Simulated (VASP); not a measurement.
Here is a VASP 6.6.1 calculation.

File INCAR:

```
PREC = Accurate
ENCUT = 520
EDIFF = 1E-6
ISMEAR = 0
SIGMA = 0.15
LREAL = False
LASPH = True
NELM = 100
ALGO = Fast
ISIF = 2
LWAVE = False
LCHARG = False
GGA = PE
NBANDS = 16
```

File KPOINTS:

```
regular mesh
0
Gamma
  10 10 14
```

POSCAR

```
Al2Cu
1.0
    4.0111275847      0.0000000000      0.0000000000
    0.0000000000      4.0111275847      0.0000000000
    0.0000000000      0.0000000000      2.8847334069
Al Cu
2 1
Direct
    0.5000000000      0.0058614588      0.5000000000
    0.0000000000      0.4741577779      0.5000000000
    0.0000000000      0.0084838028      0.0000000000
```

Potentials or basis: VASP PAW PBE potentials, release 64 (Al, Cu).

The run is started by

```sh
$ cat potpaw_PBE.64/Al/POTCAR potpaw_PBE.64/Cu/POTCAR > POTCAR
$ mpirun -np 1 vasp_std > vasp.out
```

**Question.** What does it give for the largest force?

**Answer.** 1.501 eV/Å.

**Question.** Predict the pressure.

**Answer.** 7.2 GPa.

Forces in eV/Å, atoms in the order of the input:
```
Al   0.000 -0.370  0.000
Al   0.000  1.501  0.000
Cu   0.000 -1.131  0.000
```

Caveat: forces of over 1 eV/Å act on the atoms, so gaps and moduli don't describe the material at rest.
